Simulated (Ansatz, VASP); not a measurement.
AgCl in VASP and in Ansatz

```
Ag Cl
1.0
     3.33116    0.00000    0.00000
     0.00000    3.33116    0.00000
     0.00000    0.00000    6.66232
Ag Cl
2 2
Direct
  0.00000 0.00000 0.00000
  0.00000 0.00000 0.50000
  0.38091 0.50000 0.25000
  0.61909 0.50000 0.75000
```

Change from the starting cell: mode 1 frozen in at -0.397 Å and mode 6 at +0.000 Å (largest displacements).

Alike in both runs: task single point; functional PBEsol; k mesh 10 × 10 × 6; occupations gaussian, width 0.05 eV; no spin polarisation.

```csv
,VASP,Ansatz
version,VASP 6.6.1,Ansatz 0.2.0
potentials or method,"VASP PAW PBE potentials, release 64 (Ag, Cl), cutoff 520 eV","scalar-relativistic, plane waves, PAW"
valence electrons in the cell,36,52
```

VASP gave:

* gap on the k mesh at the Fermi level (eV): 0.63
* least direct gap on the mesh (eV): 0.67
* pressure (GPa): 2.2
* traceless stress, the component that is largest in VASP (GPa): -1.03
* rms of the force components (eV/Å): 0.024

Problem. What did Ansatz give for the same quantities?

Solution. gap on the k mesh at the Fermi level (eV): 0.63; least direct gap on the mesh (eV): 0.67; pressure (GPa): 2.4; traceless stress, the component that is largest in VASP (GPa): -1.03; rms of the force components (eV/Å): 0.022.

VASP's potentials were made for PBE, not for PBEsol. Atom by atom the forces differ by 0.002 eV/Å (rms over components). With one functional, cell and mesh, what is left measures potentials, basis and numerics. VASP's potentials hold 36 valence electrons a cell and Ansatz's 52, so a difference there can come from the potentials and not from the codes.
